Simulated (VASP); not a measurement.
# AlCr2C (P-6m2) in VASP: a series of runs

Runs on AlCr2C. Level: PBE. Tasks: single point, relaxation of cell and atoms.

Program: VASP 6.6.1. These are calculated values, not measurements. Logs are shortened: lines on timing, memory, paths and dates and some standing lists are left out, and cuts for length are marked.

**1. The cell of the first run**

Symmetry: P-6m2, No. 187, hexagonal system. Conventional cell: a = 3.879 Å, b = 3.879 Å, c = 3.899 Å, α = 90.00°, β = 90.00°, γ = 120.00°. Al (site symmetry -6m2) has 3 C at 2.24 Å and 12 Cr at 2.97 Å within 3.0 Å. Within 2.6 Å of Cr (site symmetry -6m2) lie 2 C at 1.95 Å and 3 Cr at 2.24 Å. Within 3.0 Å of Cr (site symmetry -6m2) lie 3 Cr at 2.24 Å and 6 C at 2.97 Å and 6 Al at 2.97 Å. C (site symmetry -6m2) has 2 Cr at 1.95 Å and 3 Al at 2.24 Å within 2.6 Å.

The cell was generated, and may not be a known phase.

**2. Single point, PBE, collinear spin, ferromagnetic start**

INCAR reads:

```
PREC = Accurate
ENCUT = 520
EDIFF = 1E-7
ISMEAR = 0
SIGMA = 0.1
LREAL = F
LASPH = T
NELM = 150
ALGO = Normal
ISIF = 2
LWAVE = F
LCHARG = T
ISPIN = 2
MAGMOM = 0 -3 -3 0
LORBIT = 11
LMAXMIX = 4
GGA = PE
LELF = T
LVHAR = T
NBANDS = 28
```

KPOINTS reads:

```
Automatic mesh
0
Gamma
  6 6 6
```

POSCAR reads:

```
AlCr2C
1.0
    3.8792143319     -0.0000000025      0.0000000000
   -1.9396071637      3.3594981594      0.0000000000
    0.0000000000      0.0000000000      3.8989049723
Al Cr C
1 2 1
Direct
    0.3333333333      0.6666666667      0.5000000000
    0.0000000000      0.0000000000      0.0000000000
    0.6666666667      0.3333333333      0.0000000000
    0.0000000000      0.0000000000      0.5000000000
```

Potentials or basis: VASP PAW PBE potentials, release 64 (Al, Cr_pv, C).

Command:

```bash
cat potpaw_PBE.64/Al/POTCAR potpaw_PBE.64/Cr_pv/POTCAR potpaw_PBE.64/C/POTCAR > POTCAR
mpirun -np 1 vasp_std > vasp.out
```

OUTCAR:

```text
PREC = Accurate
   ENCUT = 520
   EDIFF = 1E-7
   ISMEAR = 0
   LREAL = F
   LASPH = T
   NELM = 150
   ISIF = 2
   ISPIN = 2
   LORBIT = 11
   GGA = PE

 ion  position               nearest neighbor table
   1  0.333  0.667  0.500-   4 2.24   4 2.24   4 2.24   2 2.97   2 2.97   3 2.97   3 2.97   3 2.97
                             3 2.97   2 2.97   2 2.97   2 2.97   2 2.97   3 2.97   3 2.97
   2  0.000  0.000  0.000-   4 1.95   4 1.95   3 2.24   3 2.24   3 2.24   1 2.97   1 2.97   1 2.97
                             1 2.97   1 2.97   1 2.97
   3  0.667  0.333  0.000-   2 2.24   2 2.24   2 2.24   1 2.97   1 2.97   1 2.97   1 2.97   1 2.97
                             1 2.97
   4  0.000  0.000  0.500-   2 1.95   2 1.95   1 2.24   1 2.24   1 2.24

  LATTYP: Found a hexagonal cell.
 ALAT       =     3.8792143319
 C/A-ratio  =     1.0050759352

  Lattice vectors:

 A1 = (   3.8792143319,  -0.0000000025,   0.0000000000)
 A2 = (  -1.9396071637,   3.3594981594,   0.0000000000)
 A3 = (   0.0000000000,   0.0000000000,   3.8989049723)

Analysis of symmetry for initial positions (statically):
=====================================================================
 Subroutine PRICEL returns:
 Original cell was already a primitive cell.

 Routine SETGRP: Setting up the symmetry group for a
 hexagonal supercell.

 Subroutine GETGRP returns: Found 12 space group operations
 (whereof 12 operations were pure point group operations)
 out of a pool of 24 trial point group operations.

The static configuration has the point symmetry D_3h.

Analysis of symmetry for dynamics (positions and initial velocities):
=====================================================================
 Subroutine PRICEL returns:
 Original cell was already a primitive cell.

 Routine SETGRP: Setting up the symmetry group for a
 hexagonal supercell.

 Subroutine GETGRP returns: Found 12 space group operations
 (whereof 12 operations were pure point group operations)
 out of a pool of 24 trial point group operations.

The dynamic configuration has the point symmetry D_3h.

Analysis of structural, dynamic, and magnetic symmetry:
=====================================================================
 Subroutine PRICEL returns:
 Original cell was already a primitive cell.

 Routine SETGRP: Setting up the symmetry group for a
 hexagonal supercell.

 Subroutine GETGRP returns: Found 12 space group operations
 (whereof 12 operations were pure point group operations)
 out of a pool of 24 trial point group operations.

The overall configuration has the point symmetry D_3h.

 Subroutine INISYM returns: Found 12 space group operations
 (whereof 12 operations are pure point group operations),
 and found     1 'primitive' translations

----------------------------------------------------------------------------------------

                                     Primitive cell

  volume of cell :      50.8114

  direct lattice vectors                    reciprocal lattice vectors
     3.879214332 -0.000000003  0.000000000     0.257784158  0.148831753  0.000000000
    -1.939607164  3.359498159  0.000000000     0.000000000  0.297663506  0.000000000
     0.000000000  0.000000000  3.898904972     0.000000000  0.000000000  0.256482271

  length of vectors
     3.879214332  3.879214332  3.898904972     0.297663506  0.297663506  0.256482271

  position of ions in fractional coordinates (direct lattice)
     0.333333333  0.666666667  0.500000000
     0.000000000  0.000000000  0.000000000
     0.666666667  0.333333333  0.000000000
     0.000000000  0.000000000  0.500000000

  ion indices of the primitive-cell ions
   primitive index   ion index
                 1           1
                 2           2
                 3           3
                 4           4

----------------------------------------------------------------------------------------

 KPOINTS: Automatic mesh

Automatic generation of k-mesh.
 Grid dimensions read from file:
 generate k-points for:    6    6    6

 Generating k-lattice:

  Cartesian coordinates                     Fractional coordinates (reciprocal lattice)
     0.042964026  0.024805292  0.000000000     0.166666667  0.000000000  0.000000000
     0.000000000  0.049610584  0.000000000    -0.000000000  0.166666667  0.000000000
     0.000000000  0.000000000  0.042747045     0.000000000  0.000000000  0.166666667

  Length of vectors
     0.049610584  0.049610584  0.042747045

  Shift w.r.t. Gamma in fractional coordinates (k-lattice)
     0.000000000  0.000000000  0.000000000

 Subroutine IBZKPT returns following result:
 ===========================================

 Found     28 irreducible k-points:

 Following reciprocal coordinates:
            Coordinates               Weight
  0.000000  0.000000  0.000000      1.000000
  0.166667  0.000000  0.000000      6.000000
  0.333333  0.000000  0.000000      6.000000
  0.500000  0.000000  0.000000      3.000000
  0.166667  0.166667  0.000000      6.000000
  0.333333  0.166667  0.000000     12.000000
[... 16 lines left out ...]
  0.166667  0.000000  0.500000      6.000000
  0.333333  0.000000  0.500000      6.000000
 [... further k-points ...]
   k-points           NKPTS =     28   k-points in BZ     NKDIM =     28   number of bands    NBANDS=     28
   number of dos      NEDOS =    301   number of ions     NIONS =      4
   total plane-waves  NPLWV =  27000
   dimension x,y,z NGX =    30 NGY =   30 NGZ =   30
   dimension x,y,z NGXF=    60 NGYF=   60 NGZF=   60
   ions per type =               1   2   1
   NGX,Y,Z   is equivalent  to a cutoff of  12.86, 12.86, 12.79 a.u.
   NGXF,Y,Z  is equivalent  to a cutoff of  25.71, 25.71, 25.58 a.u.
 SYSTEM =  unknown system
   PREC   = accura    normal or accurate (medium, high low for compatibility)
   ISTART =      0    job   : 0-new  1-cont  2-samecut
   ICHARG =      2    charge: 1-file 2-atom 10-const
   ISPIN  =      2    spin polarized calculation?
   LNONCOLLINEAR =      F non collinear calculations
   LSORBIT =      F    spin-orbit coupling
   LASPH  =      T    aspherical Exc in radial PAW
   ENCUT  =  520.0 eV  38.22 Ry    6.18 a.u.   7.21  7.21  7.25*2*pi/ulx,y,z
   NELM   =    150;   NELMIN=  2; NELMDL= -5     # of ELM steps
   EDIFF  = 0.1E-06   stopping-criterion for ELM
   LREAL  =      F    real-space projection
   EDIFFG = 0.1E-05   stopping-criterion for IOM
   NSW    =      0    number of steps for IOM
   IBRION =     -1    ionic relax: 0-MD 1-quasi-New 2-CG
   NFREE  =      0    steps in history (QN), initial steepest desc. (CG)
   ISIF   =      2    stress and relaxation
   ISYM   =      2    0-nonsym 1-usesym 2-fastsym
   POTIM  = 0.5000    time-step for ionic-motion
   TEBEG  =    0.0;   TEEND  =   0.0 temperature during run
   PSTRESS=    0.0 pullay stress
   NELECT =      31.0000    total number of electrons
   NUPDOWN=      -1.0000    fix difference up-down
   EMIN   =  10.00;   EMAX   =-10.00  energy-range for DOS
   EFERMI =   0.00;   METHOD = LEGACY
   ISMEAR =     0;   SIGMA  =   0.10  broadening in eV -4-tet -1-fermi 0-gaus
   EFERMI_NEDOS =   21; number of points for ismear=-14 and -15
   IALGO  =     38    algorithm
   IMIX   =      4    mixing-type and parameters
     AMIX     =   0.40;   BMIX     =  1.00
     AMIX_MAG =   1.60;   BMIX_MAG =  1.00
  volume/ion in A,a.u.               =      12.70        85.72
  Fermi-wavevector in a.u.,A,eV,Ry     =   1.388487  2.623860 26.230616  1.927896
  Thomas-Fermi vector in A             =   2.512608
   LORBIT       =     11    0 simple, 1 ext, 2 COOP (PROOUT), +10 PAW based schemes
   GGA     = PE    functional components
   LHFCALC =     F    Hartree Fock is set to
   AEXX    =    0.0000 exact exchange contribution
   IVDW    =     0    specifies the selected vdW correction
   LEPSILON=     F    determine dielectric tensor
   LRPA    =     F    only Hartree local field effects (RPA)
 spin polarized calculation
 Gauss-broadening in eV      SIGMA  =   0.10
  energy-cutoff  :      520.00
  volume of cell :       50.81
 maximum number of plane-waves:      1383
 NGX is ok and might be reduce to    30
   NGX = 15   NGY = 15   NGZ = 15

 number of electron      30.9999988 magnetization      -1.9269266

 Free energy of the ion-electron system (eV)
  ---------------------------------------------------
  ext. energy  EPLUGINS =         0.00000000
  ---------------------------------------------------
  free energy    TOTEN  =       -29.05671314 eV

  energy without entropy =      -29.04458661  energy(sigma->0) =      -29.05064987

 E-fermi :   8.5171     XC(G=0): -11.6691

 val. band max:        8.5067485642   @ k =   0.1667   0.1667   0.3333
 cond. band min:       8.5319638519   @ k =   0.5000   0.0000   0.0000
 fundamental gap:      0.0252152877
 Fermi energy:         8.5171206315

 spin component 1

 k-point     1 :       0.0000    0.0000    0.0000
  band No.  band energies     occupation
      1     -34.8123      1.00000
      2     -34.8123      1.00000
      3     -34.7917      1.00000
      4     -32.7818      1.00000
      5     -32.7818      1.00000
      6     -32.4760      1.00000
[... 19 lines left out ...]
     26      15.6213      0.00000
     27      17.0361      0.00000

 k-point     2 :       0.1667    0.0000    0.0000
  band No.  band energies     occupation
      1     -34.8226      1.00000
      2     -34.7935      1.00000
      3     -34.7900      1.00000
      4     -32.8034      1.00000
      5     -32.7697      1.00000
      6     -32.4778      1.00000
[... 19 lines left out ...]
     26      15.6235      0.00000
     27      18.1037      0.00000

 k-point     3 :       0.3333    0.0000    0.0000
  band No.  band energies     occupation
      1     -34.8429      1.00000
      2     -34.7865      1.00000
      3     -34.7549      1.00000
      4     -32.8475      1.00000
      5     -32.7459      1.00000
      6     -32.4816      1.00000
[... 594 lines left out ...]
      1     -34.8218      1.00000
      2     -34.7938      1.00000
      3     -34.7927      1.00000
      4     -32.8030      1.00000
      5     -32.7695      1.00000
      6     -32.4825      1.00000
[... 19 lines left out ...]
     26      15.9083      0.00000
     27      16.1782      0.00000

 k-point    24 :       0.3333    0.0000    0.5000
  band No.  band energies     occupation
      1     -34.8421      1.00000
      2     -34.7901      1.00000
      3     -34.7540      1.00000
      4     -32.8470      1.00000
      5     -32.7457      1.00000
      6     -32.4862      1.00000
[... 19 lines left out ...]
     26      16.0661      0.00000
     27      16.5660      0.00000

 [... further k-points ...]

 spin component 2

 k-point     1 :       0.0000    0.0000    0.0000
  band No.  band energies     occupation
      1     -35.3928      1.00000
      2     -35.3188      1.00000
      3     -35.3188      1.00000
      4     -33.8777      1.00000
      5     -33.4940      1.00000
      6     -33.4940      1.00000
[... 19 lines left out ...]
     26      14.9783      0.00000
     27      15.9530      0.00000

 k-point     2 :       0.1667    0.0000    0.0000
  band No.  band energies     occupation
      1     -35.3903      1.00000
      2     -35.3300      1.00000
      3     -35.2981      1.00000
      4     -33.8804      1.00000
      5     -33.5173      1.00000
      6     -33.4811      1.00000
[... 19 lines left out ...]
     26      14.9855      0.00000
     27      17.0062      0.00000

 k-point     3 :       0.3333    0.0000    0.0000
  band No.  band energies     occupation
      1     -35.3852      1.00000
      2     -35.3520      1.00000
      3     -35.2553      1.00000
      4     -33.8857      1.00000
      5     -33.5653      1.00000
      6     -33.4557      1.00000
[... 594 lines left out ...]
      1     -35.3948      1.00000
      2     -35.3295      1.00000
      3     -35.2977      1.00000
      4     -33.8843      1.00000
      5     -33.5166      1.00000
      6     -33.4804      1.00000
[... 19 lines left out ...]
     26      15.5834      0.00000
     27      16.0753      0.00000

 k-point    24 :       0.3333    0.0000    0.5000
  band No.  band energies     occupation
      1     -35.3895      1.00000
      2     -35.3515      1.00000
      3     -35.2549      1.00000
      4     -33.8897      1.00000
      5     -33.5645      1.00000
      6     -33.4550      1.00000
[... 19 lines left out ...]
     26      15.9627      0.00000
     27      16.0909      0.00000

 [... further k-points ...]

 [bands above 27 left out]

------------------------ aborting loop because EDIFF is reached ----------------------------------------

  FORCE on cell =-STRESS in cart. coord.  units (eV):
  Direction    XX          YY          ZZ          XY          YZ          ZX
  --------------------------------------------------------------------------------------
  -------------------------------------------------------------------------------------
  Total        0.0536138      0.0536138      0.1163819      0.0000000      0.0000000      0.0000000
  in kB        1.6905437      1.6905437      3.6697390      0.0000000      0.0000000      0.0000000
  external PRESSURE =       2.3502754 kB  Pullay stress =       0.0000000 kB

 VOLUME and BASIS-vectors are now :
 -----------------------------------------------------------------------------
  energy-cutoff  :      520.00
  volume of cell :       50.81
      direct lattice vectors                 reciprocal lattice vectors
     3.879214332 -0.000000003  0.000000000     0.257784158  0.148831753  0.000000000
    -1.939607164  3.359498159  0.000000000     0.000000000  0.297663506  0.000000000
     0.000000000  0.000000000  3.898904972     0.000000000  0.000000000  0.256482271

 POSITION                                       TOTAL-FORCE (eV/Angst)
 -----------------------------------------------------------------------------------
      0.00000      2.23967      1.94945        -0.000000      0.000000      0.000000
      0.00000      0.00000      0.00000        -0.000000      0.000000      0.000000
      1.93961      1.11983      0.00000         0.000000     -0.000000      0.000000
      0.00000      0.00000      1.94945        -0.000000      0.000000      0.000000
 -----------------------------------------------------------------------------------
    total drift:                               -0.000000      0.000000      0.000000

  FREE ENERGIE OF THE ION-ELECTRON SYSTEM (eV)
  ---------------------------------------------------
  free  energy   TOTEN  =       -29.0567131352 eV

  energy  without entropy=      -29.0445866054  energy(sigma->0) =      -29.05064987

 total charge

# of ion       s       p       d       tot
------------------------------------------
    1        0.355   0.335   0.000   0.690
    2        0.447   6.390   4.499  11.337
    3        0.401   6.229   4.331  10.960
    4        0.898   1.414   0.000   2.312
--------------------------------------------------
tot          2.101  14.368   8.830  25.299

 magnetization (x)

# of ion       s       p       d       tot
------------------------------------------
    1       -0.003  -0.015   0.000  -0.018
    2        0.020  -0.015   1.004   1.009
    3       -0.060  -0.011  -2.472  -2.543
    4       -0.030  -0.062   0.000  -0.092
--------------------------------------------------
tot         -0.073  -0.103  -1.468  -1.645
```

It took 55 s on 1 thread of AMD EPYC 9R45 (Zen 5), shared host; peak memory 0.19 GiB.

Results:

- Free energy: -29.0567 eV
- Pressure: 0.2 GPa
- Net moment: -1.93 μB per cell
- Site moments: Al -0.02; Cr +1.01, -2.54; C -0.09 μB
- Valence electrons inside the program's atomic spheres: Al 0.69; Cr 11.34, 10.96; C 2.31

Stress tensor (GPa, compression positive):
```
0.17 0.00 0.00
0.00 0.17 0.00
0.00 0.00 0.37
```

**3. Single point, PBE, collinear spin, ferromagnetic start**

This run uses another cell than the first one, of 14.09 Å³/atom.

INCAR reads:

```
PREC = Accurate ; ENCUT = 520
EDIFF = 1E-7 ; ISMEAR = 0
SIGMA = 0.1 ; LREAL = F
LASPH = T ; NELM = 150
ALGO = Normal ; ISIF = 2
LWAVE = F ; LCHARG = T
ISPIN = 2 ; MAGMOM = 0 -3 -3 0
LORBIT = 11 ; LMAXMIX = 4
GGA = PE ; LELF = T
LVHAR = T ; NBANDS = 28
```

KPOINTS reads:

```
regular mesh
0
Gamma
  6 6 6
```

POSCAR reads:

```
AlCr2C
1.0
    4.3924525500      0.0000000000      0.0000000000
   -2.1962262700      3.8039754900      0.0000000000
    0.0000000000      0.0000000000      3.3719961400
Al Cr C
1 2 1
Direct
    0.3333333300      0.6666666700      0.5000000000
    0.0000000000      0.0000000000      0.0000000000
    0.6666666700      0.3333333300      0.0000000000
    0.0000000000      0.0000000000      0.5000000000
```

Potentials or basis: VASP PAW PBE potentials, release 64 (Al, Cr_pv, C).

Command:

```bash
cat potpaw_PBE.64/Al/POTCAR potpaw_PBE.64/Cr_pv/POTCAR potpaw_PBE.64/C/POTCAR > POTCAR
mpirun -np 1 vasp_std > vasp.out
```

It took 1.8 min on 1 thread of AMD EPYC 9R45 (Zen 5), shared host; peak memory 0.23 GiB.

Results (log left out):

```yaml
Free_energy: -26.3168 eV
Pressure: 1.3 GPa
Net_moment: -0.51 μB per cell
Site_moments: Al -0.00; Cr -0.41, -0.03; C -0.01 μB
Valence_electrons_inside_the_program's_atomic_spheres: Al 0.65; Cr 11.61, 10.62; C 2.44
```

Stress tensor (GPa, compression positive):
```
-23.90   0.00   0.00
  0.00 -23.90   0.00
  0.00   0.00  51.69
```

Levels at points of the mesh, in eV from the Fermi level:
Spin up:
```
           k point  band 11  band 12  band 13  band 14  band 15  band 16  band 17  band 18  band 19  band 20
(0.00, 0.00, 0.00)    -0.97    -0.97    -0.96    -0.37    -0.37     0.21     0.57     0.57     0.89     0.89
(0.50, 0.00, 0.00)    -1.59    -1.03    -0.74    -0.72    -0.66     0.09     1.19     1.38     1.50     1.61
(0.00, 0.00, 0.50)    -4.07    -1.09    -0.56    -0.56    -0.54    -0.54     0.02     0.02     1.10     4.28
(0.50, 0.00, 0.50)    -2.78    -1.62    -0.87    -0.80    -0.79     0.26     1.39     1.42     1.57     1.92
```
Spin down:
```csv
k point,band 13,band 14,band 15,band 16,band 17,band 18,band 19,band 20
"(0.00, 0.00, 0.00)",-0.93,-0.65,-0.65,0.09,0.57,0.57,0.68,0.68
"(0.50, 0.00, 0.00)",-0.95,-0.92,-0.73,-0.16,0.96,1.20,1.36,1.46
"(0.00, 0.00, 0.50)",-0.65,-0.65,-0.62,-0.62,-0.22,-0.22,1.14,4.04
"(0.50, 0.00, 0.50)",-1.01,-0.96,-0.89,0.12,1.23,1.39,1.40,1.82
```

Caveat: the stress differs along the axes, from -24 to 52 GPa.

(Part 1 of 2 ends here.)
